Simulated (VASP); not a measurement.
# C (Fm-3m) in VASP: further runs

Runs on C. Level: PBE. Tasks: single point, relaxation of cell and atoms.

Everything below comes from runs of VASP 6.6.1. Logs are shortened: lines on timing, memory, paths and dates and some standing lists are left out, and cuts for length are marked.

**1. The cell of the first run**

Symmetry: Fm-3m, No. 225, cubic system. Conventional cell: a = 3.080 Å, b = 3.080 Å, c = 3.080 Å, α = 90.00°, β = 90.00°, γ = 90.00°. Within 2.9 Å of C (site symmetry m-3m) lie 12 C at 2.18 Å.

**2. Single point, PBE**

File INCAR:

```
SYSTEM = C
ALGO = Normal ; EDIFF = 1E-7
ENCUT = 520 ; GGA = PE
ISIF = 2 ; ISMEAR = -1
LASPH = .True. ; LCHARG = .True.
LELF = .True. ; LREAL = .False.
LVHAR = .True. ; LWAVE = .False.
NBANDS = 8 ; NELM = 80
PREC = Accurate ; SIGMA = 0.05
```

File KPOINTS:

```
k-points
0
Gamma
  14 14 14
  0 0 0
```

File POSCAR:

```
C
1.0
    0.0000000000      1.5401361108      1.5401361108
    1.5401361108      0.0000000000      1.5401361108
    1.5401361108      1.5401361108      0.0000000000
C
1
Direct
    0.0000000000      0.0000000000      0.0000000000
```

Potentials or basis: VASP PAW PBE potentials, release 64 (C).

Started as:

```console
cat potpaw_PBE.64/C/POTCAR > POTCAR
mpirun -np 1 vasp_std > vasp.out
```

OUTCAR:

```text
SYSTEM = C
   EDIFF = 1E-7
   ENCUT = 520
   GGA = PE
   ISIF = 2
   ISMEAR = -1
   LASPH = .True.
   LREAL = .False.
   NELM = 80
   PREC = Accurate

 ion  position               nearest neighbor table
   1  0.000  0.000  0.000-

  LATTYP: Found a face centered cubic cell.
 ALAT       =     3.0802722216

  Lattice vectors:

 A1 = (   0.0000000000,   1.5401361108,   1.5401361108)
 A2 = (   1.5401361108,   0.0000000000,   1.5401361108)
 A3 = (   1.5401361108,   1.5401361108,   0.0000000000)

Analysis of symmetry for initial positions (statically):
=====================================================================
 Subroutine PRICEL returns:
 Original cell was already a primitive cell.

 Routine SETGRP: Setting up the symmetry group for a
 face centered cubic supercell.

 Subroutine GETGRP returns: Found 48 space group operations
[... 9 lines left out ...]

 Routine SETGRP: Setting up the symmetry group for a
 face centered cubic supercell.

 Subroutine GETGRP returns: Found 48 space group operations
[... 11 lines left out ...]
                                     Primitive cell

  volume of cell :       7.3065

  direct lattice vectors                    reciprocal lattice vectors
     0.000000000  1.540136111  1.540136111    -0.324646631  0.324646631  0.324646631
     1.540136111  0.000000000  1.540136111     0.324646631 -0.324646631  0.324646631
     1.540136111  1.540136111  0.000000000     0.324646631  0.324646631 -0.324646631

  length of vectors
     2.178081376  2.178081376  2.178081376     0.562304460  0.562304460  0.562304460

  position of ions in fractional coordinates (direct lattice)
     0.000000000  0.000000000  0.000000000

  ion indices of the primitive-cell ions
   primitive index   ion index
                 1           1

----------------------------------------------------------------------------------------

 KPOINTS: k-points

Automatic generation of k-mesh.
 Grid dimensions read from file:
 generate k-points for:   14   14   14

 Generating k-lattice:

  Cartesian coordinates                     Fractional coordinates (reciprocal lattice)
    -0.023189045  0.023189045  0.023189045     0.071428571  0.000000000  0.000000000
     0.023189045 -0.023189045  0.023189045     0.000000000  0.071428571  0.000000000
     0.023189045  0.023189045 -0.023189045     0.000000000  0.000000000  0.071428571

  Length of vectors
     0.040164604  0.040164604  0.040164604

  Shift w.r.t. Gamma in fractional coordinates (k-lattice)
     0.000000000  0.000000000  0.000000000

 Subroutine IBZKPT returns following result:
 ===========================================

 Found    104 irreducible k-points:

 Following reciprocal coordinates:
            Coordinates               Weight
  0.000000  0.000000  0.000000      1.000000
  0.071429  0.000000  0.000000      8.000000
  0.142857  0.000000  0.000000      8.000000
  0.214286  0.000000  0.000000      8.000000
  0.285714  0.000000  0.000000      8.000000
  0.357143  0.000000  0.000000      8.000000
[... 16 lines left out ...]
  0.214286  0.142857  0.000000     24.000000
  0.285714  0.142857  0.000000     24.000000
 [... further k-points ...]
   k-points           NKPTS =    104   k-points in BZ     NKDIM =    104   number of bands    NBANDS=      8
   number of dos      NEDOS =    301   number of ions     NIONS =      1
   total plane-waves  NPLWV =   4096
   dimension x,y,z NGX =    16 NGY =   16 NGZ =   16
   dimension x,y,z NGXF=    32 NGYF=   32 NGZF=   32
   ions per type =               1
   NGX,Y,Z   is equivalent  to a cutoff of  12.21, 12.21, 12.21 a.u.
   NGXF,Y,Z  is equivalent  to a cutoff of  24.42, 24.42, 24.42 a.u.
 SYSTEM =  C
   PREC   = accura    normal or accurate (medium, high low for compatibility)
   ISTART =      0    job   : 0-new  1-cont  2-samecut
   ICHARG =      2    charge: 1-file 2-atom 10-const
   ISPIN  =      1    spin polarized calculation?
   LNONCOLLINEAR =      F non collinear calculations
   LSORBIT =      F    spin-orbit coupling
   LASPH  =      T    aspherical Exc in radial PAW
   ENCUT  =  520.0 eV  38.22 Ry    6.18 a.u.   4.05  4.05  4.05*2*pi/ulx,y,z
   NELM   =     80;   NELMIN=  2; NELMDL= -5     # of ELM steps
   EDIFF  = 0.1E-06   stopping-criterion for ELM
   LREAL  =      F    real-space projection
   EDIFFG = 0.1E-05   stopping-criterion for IOM
   NSW    =      0    number of steps for IOM
   IBRION =     -1    ionic relax: 0-MD 1-quasi-New 2-CG
   NFREE  =      0    steps in history (QN), initial steepest desc. (CG)
   ISIF   =      2    stress and relaxation
   ISYM   =      2    0-nonsym 1-usesym 2-fastsym
   POTIM  = 0.5000    time-step for ionic-motion
   TEBEG  =    0.0;   TEEND  =   0.0 temperature during run
   PSTRESS=    0.0 pullay stress
   NELECT =       4.0000    total number of electrons
   NUPDOWN=      -1.0000    fix difference up-down
   EMIN   =  10.00;   EMAX   =-10.00  energy-range for DOS
   EFERMI =   0.00;   METHOD = LEGACY
   ISMEAR =    -1;   SIGMA  =   0.05  broadening in eV -4-tet -1-fermi 0-gaus
   EFERMI_NEDOS =   21; number of points for ismear=-14 and -15
   IALGO  =     38    algorithm
   IMIX   =      4    mixing-type and parameters
     AMIX     =   0.40;   BMIX     =  1.00
     AMIX_MAG =   1.60;   BMIX_MAG =  1.00
  volume/ion in A,a.u.               =       7.31        49.31
  Fermi-wavevector in a.u.,A,eV,Ry     =   1.339242  2.530800 24.402989  1.793569
  Thomas-Fermi vector in A             =   2.467649
   LORBIT       =      0    0 simple, 1 ext, 2 COOP (PROOUT), +10 PAW based schemes
   GGA     = PE    functional components
   LHFCALC =     F    Hartree Fock is set to
   AEXX    =    0.0000 exact exchange contribution
   IVDW    =     0    specifies the selected vdW correction
   LEPSILON=     F    determine dielectric tensor
   LRPA    =     F    only Hartree local field effects (RPA)
 non-spin polarized calculation
  energy-cutoff  :      520.00
  volume of cell :        7.31
 maximum number of plane-waves:       210
   NGX =  9   NGY =  9   NGZ =  9

 number of electron       4.0000000 magnetization

 Free energy of the ion-electron system (eV)
  ---------------------------------------------------
  ext. energy  EPLUGINS =         0.00000000
  ---------------------------------------------------
  free energy    TOTEN  =        -4.66228691 eV

  energy without entropy =       -4.65920818  energy(sigma->0) =       -4.66074754

 E-fermi :   7.5011     XC(G=0): -12.6861

 val. band max:        7.4478826956   @ k =  -0.2143   0.2143   0.0714
 cond. band min:       7.5954261581   @ k =   0.2857   0.0000   0.0000
 fundamental gap:      0.1475434625
 Fermi energy:         7.5010639845

 k-point     1 :       0.0000    0.0000    0.0000
  band No.  band energies     occupation
      1     -11.1430      2.00000
      2      15.5708      0.00000
      3      15.5708      0.00000
      4      15.5708      0.00000
      5      37.6110      0.00000
      6      37.6110      0.00000
      7      37.6110      0.00000
      8      38.5755      0.00000

 k-point     2 :       0.0714    0.0000    0.0000
  band No.  band energies     occupation
      1     -10.9396      2.00000
      2      14.9577      0.00000
      3      15.4657      0.00000
      4      15.4657      0.00000
      5      35.8765      0.00000
      6      37.9080      0.00000
      7      37.9080      0.00000
      8      38.4963      0.00000

 k-point     3 :       0.1429    0.0000    0.0000
  band No.  band energies     occupation
      1     -10.3307      2.00000
      2      13.2100      0.00000
      3      15.1851      0.00000
      4      15.1851      0.00000
      5      33.8896      0.00000
      6      38.2474      0.00000
      7      38.4862      0.00000
      8      38.4862      0.00000

 k-point     4 :       0.2143    0.0000    0.0000
  band No.  band energies     occupation
      1      -9.3194      2.00000
      2      10.6240      0.00000
      3      14.8121      0.00000
      4      14.8121      0.00000
      5      32.7386      0.00000
      6      37.8173      0.00000
      7      38.3447      0.00000
      8      38.3447      0.00000

 k-point     5 :       0.2857    0.0000    0.0000
  band No.  band energies     occupation
      1      -7.9117      2.00000
      2       7.5954      0.26312
      3      14.4372      0.00000
      4      14.4372      0.00000
      5      32.2548      0.00000
      6      37.2562      0.00000
      7      37.2562      0.00000
      8      37.2586      0.00000

 k-point     6 :       0.3571    0.0000    0.0000
  band No.  band energies     occupation
      1      -6.1191      2.00000
      2       4.4552      2.00000
      3      14.1278      0.00000
      4      14.1278      0.00000
      5      32.1524      0.00000
      6      36.1022      0.00000
      7      36.1022      0.00000
      8      36.6893      0.00000

 k-point     7 :       0.4286    0.0000    0.0000
  band No.  band energies     occupation
      1      -3.9647      2.00000
      2       1.4259      2.00000
      3      13.9284      0.00000
      4      13.9284      0.00000
      5      32.1988      0.00000
      6      35.3231      0.00000
      7      35.3231      0.00000
      8      36.2660      0.00000

 k-point     8 :       0.5000    0.0000    0.0000
  band No.  band energies     occupation
      1      -1.8220      2.00000
      2      -1.0190      2.00000
      3      13.8588      0.00000
      4      13.8588      0.00000
      5      32.2344      0.00000
      6      35.0530      0.00000
      7      35.0530      0.00000
      8      36.1035      0.00000

 k-point     9 :       0.0714    0.0714    0.0000
  band No.  band energies     occupation
      1     -10.8719      2.00000
      2      15.1748      0.00000
      3      15.1748      0.00000
      4      15.2836      0.00000
      5      35.1202      0.00000
      6      38.2302      0.00000
      7      38.2302      0.00000
      8      38.3201      0.00000

 k-point    10 :       0.1429    0.0714    0.0000
  band No.  band energies     occupation
      1     -10.3984      2.00000
      2      13.8819      0.00000
      3      14.7423      0.00000
      4      15.2276      0.00000
      5      33.4479      0.00000
      6      37.5567      0.00000
      7      38.7981      0.00000
      8      38.9359      0.00000
[... 78 lines left out ...]
 k-point    18 :      -0.2857    0.0714    0.0000
  band No.  band energies     occupation
      1      -7.1795      2.00000
      2       6.6810      2.00000
      3      13.2917      0.00000
      4      14.5979      0.00000
      5      32.3364      0.00000
      6      34.3995      0.00000
      7      36.9226      0.00000
      8      39.1529      0.00000

 k-point    19 :      -0.2143    0.0714    0.0000
  band No.  band energies     occupation
      1      -8.7153      2.00000
      2       9.7424      0.00000
      3      13.6242      0.00000
      4      15.0247      0.00000
      5      32.4636      0.00000
      6      35.8462      0.00000
      7      38.2129      0.00000
      8      39.1872      0.00000

 k-point    20 :      -0.1429    0.0714    0.0000
  band No.  band energies     occupation
      1      -9.8583      2.00000
      2      12.4498      0.00000
      3      14.0968      0.00000
      4      15.3676      0.00000
      5      33.0871      0.00000
      6      37.2369      0.00000
      7      38.8625      0.00000
      8      39.0194      0.00000

 k-point    21 :      -0.0714    0.0714    0.0000
  band No.  band energies     occupation
      1     -10.6012      2.00000
      2      14.3122      0.00000
      3      14.7303      0.00000
      4      15.5339      0.00000
      5      34.3998      0.00000
      6      38.1429      0.00000
      7      38.2472      0.00000
      8      38.5700      0.00000

 k-point    22 :       0.1429    0.1429    0.0000
  band No.  band energies     occupation
      1     -10.0612      2.00000
      2      14.1627      0.00000
      3      14.1627      0.00000
      4      14.4247      0.00000
      5      31.8164      0.00000
      6      35.7318      0.00000
      7      39.8850      0.00000
      8      39.8850      0.00000

 k-point    23 :       0.2143    0.1429    0.0000
  band No.  band energies     occupation
      1      -9.3208      2.00000
      2      12.4815      0.00000
      3      13.5837      0.00000
      4      14.2842      0.00000
      5      30.6894      0.00000
      6      33.6338      0.00000
      7      40.4768      0.00000
      8      40.6955      0.00000

 k-point    24 :       0.2857    0.1429    0.0000
  band No.  band energies     occupation
      1      -8.1817      2.00000
      2       9.9679      0.00000
      3      13.1149      0.00000
      4      13.8683      0.00000
      5      30.3523      0.00000
      6      32.0892      0.00000
      7      40.4374      0.00000
      8      40.5843      0.00000

 [... further k-points ...]
[... 5 lines left out ...]
  --------------------------------------------------------------------------------------
  -------------------------------------------------------------------------------------
  Total        0.0029015      0.0029015      0.0029015      0.0000000      0.0000000      0.0000000
  in kB        0.6362568      0.6362568      0.6362568      0.0000000      0.0000000      0.0000000
  external PRESSURE =       0.6362568 kB  Pullay stress =       0.0000000 kB

 VOLUME and BASIS-vectors are now :
 -----------------------------------------------------------------------------
  energy-cutoff  :      520.00
  volume of cell :        7.31
      direct lattice vectors                 reciprocal lattice vectors
     0.000000000  1.540136111  1.540136111    -0.324646631  0.324646631  0.324646631
     1.540136111  0.000000000  1.540136111     0.324646631 -0.324646631  0.324646631
     1.540136111  1.540136111  0.000000000     0.324646631  0.324646631 -0.324646631

 POSITION                                       TOTAL-FORCE (eV/Angst)
 -----------------------------------------------------------------------------------
      0.00000      0.00000      0.00000         0.000000      0.000000      0.000000
 -----------------------------------------------------------------------------------
    total drift:                                0.000000      0.000000      0.000000

  FREE ENERGIE OF THE ION-ELECTRON SYSTEM (eV)
  ---------------------------------------------------
  free  energy   TOTEN  =        -4.6622869098 eV

  energy  without entropy=       -4.6592081779  energy(sigma->0) =       -4.66074754
```

It took 5.2 s on 1 thread of Intel Xeon Platinum 8259CL at 2.50GHz (Skylake/Cascade Lake), shared host; peak memory 0.11 GiB.

Results:

```
Free energy            : -4.6623 eV
Pressure               : 0.1 GPa
Band gap on the k mesh : zero (band 2 reaches 15.57 eV, above the bottom of band 3 at 4.44 eV)
```

**3. Relaxation of cell and atoms, PBE**

File INCAR:

```
SYSTEM = C
PREC     = Accurate       ! precision mode
ENCUT    = 600            ! plane-wave cutoff, eV
EDIFF    = 1E-6           ! SCF threshold, eV
ISMEAR   = -1             ! smearing method
SIGMA    = 0.05           ! smearing width, eV
LREAL    = .False.        ! projectors in reciprocal space
LASPH    = .True.         ! aspherical terms in the spheres
NELM     = 100            ! most SCF steps
ALGO     = Normal         ! electronic algorithm
ISIF     = 3              ! what is computed and relaxed
LWAVE    = .False.        ! write WAVECAR
LCHARG   = .False.        ! write CHGCAR
GGA      = PE             ! functional
IBRION   = 2              ! ionic algorithm
NSW      = 80             ! ionic steps
EDIFFG   = -0.03          ! ionic threshold
```

File KPOINTS:

```
Automatic mesh
0
Gamma
  14 14 14
  0 0 0
```

POSCAR is that of step 2.

Potentials or basis: VASP PAW PBE potentials, release 64 (C).

Started as:

```console
cat potpaw_PBE.64/C/POTCAR > POTCAR
mpirun -np 1 vasp_std > vasp.out
```

OUTCAR:

```text
SYSTEM = C
   PREC = Accurate
   ENCUT = 600
   EDIFF = 1E-6
   ISMEAR = -1
   LREAL = .False.
   LASPH = .True.
   NELM = 100
   ISIF = 3
   GGA = PE
   IBRION = 2
   NSW = 80
   EDIFFG = -0.03

 ion  position               nearest neighbor table
   1  0.000  0.000  0.000-

  LATTYP: Found a face centered cubic cell.
 ALAT       =     3.0802722216

  Lattice vectors:

 A1 = (   0.0000000000,   1.5401361108,   1.5401361108)
 A2 = (   1.5401361108,   0.0000000000,   1.5401361108)
[... 390 lines left out ...]
  band No.  band energies     occupation
      1      -8.1825      2.00000
      2       9.9674      0.00000
      3      13.1136      0.00000
      4      13.8669      0.00000
      5      30.3516      0.00000
      6      32.0874      0.00000

 [... further k-points ...]
[... 5 lines left out ...]
  --------------------------------------------------------------------------------------
  -------------------------------------------------------------------------------------
  Total       -0.0047620     -0.0047620     -0.0047620     -0.0000000      0.0000000     -0.0000000
  in kB       -1.0442323     -1.0442323     -1.0442323     -0.0000000      0.0000000     -0.0000000
  external PRESSURE =      -1.0442323 kB  Pullay stress =       0.0000000 kB

 VOLUME and BASIS-vectors are now :
 -----------------------------------------------------------------------------
  energy-cutoff  :      600.00
  volume of cell :        7.31
      direct lattice vectors                 reciprocal lattice vectors
     0.000000000  1.540136111  1.540136111    -0.324646631  0.324646631  0.324646631
     1.540136111  0.000000000  1.540136111     0.324646631 -0.324646631  0.324646631
     1.540136111  1.540136111  0.000000000     0.324646631  0.324646631 -0.324646631

 POSITION                                       TOTAL-FORCE (eV/Angst)
 -----------------------------------------------------------------------------------
      0.00000      0.00000      0.00000         0.000000      0.000000      0.000000
 -----------------------------------------------------------------------------------
    total drift:                                0.000000     -0.000000      0.000000

  FREE ENERGIE OF THE ION-ELECTRON SYSTEM (eV)
  ---------------------------------------------------
  free  energy   TOTEN  =        -4.6626475159 eV

  energy  without entropy=       -4.6595689008  energy(sigma->0) =       -4.66110821

 reached required accuracy - stopping structural energy minimisation
```

CONTCAR:

```text
C
   1.00000000000000
     0.0000000000000000    1.5401361108000000    1.5401361108000000
     1.5401361108000000    0.0000000000000000    1.5401361108000000
     1.5401361108000000    1.5401361108000000    0.0000000000000000
  C
     1
Direct
     0.0000000000000000    0.0000000000000000    0.0000000000000000

  0.00000000E+00  0.00000000E+00  0.00000000E+00
```

Run time: 5.1 s. Hardware: 1 thread of Intel Xeon Platinum 8259CL at 2.50GHz (Skylake/Cascade Lake), shared host; peak memory 0.11 GiB.

Results:

| Quantity | Value |
| --- | --- |
| Free energy | -4.6626 eV |
| Pressure after relaxing | -0.1 GPa |
| Band gap on the k mesh | zero (band 2 reaches 15.57 eV, above the bottom of band 3 at 4.44 eV) |

Final structure:
```
C
1.0
     0.00000    1.54014    1.54014
     1.54014    0.00000    1.54014
     1.54014    1.54014    0.00000
C
1
Direct
  0.00000 0.00000 0.00000
```

Levels at points of the mesh, in eV from the Fermi level:
```tsv
k point	band 1	band 2	band 3	band 4	band 5
(0.00, 0.00, 0.00)	-18.64	8.07	8.07	8.07	30.11
(0.50, 0.00, 0.00)	-9.32	-8.52	6.36	6.36	24.73
(0.50, 0.50, 0.00)	-6.64	-5.42	2.36	2.36	14.86
```

Caveat: the relaxation stopped at its first step, so nothing moved.
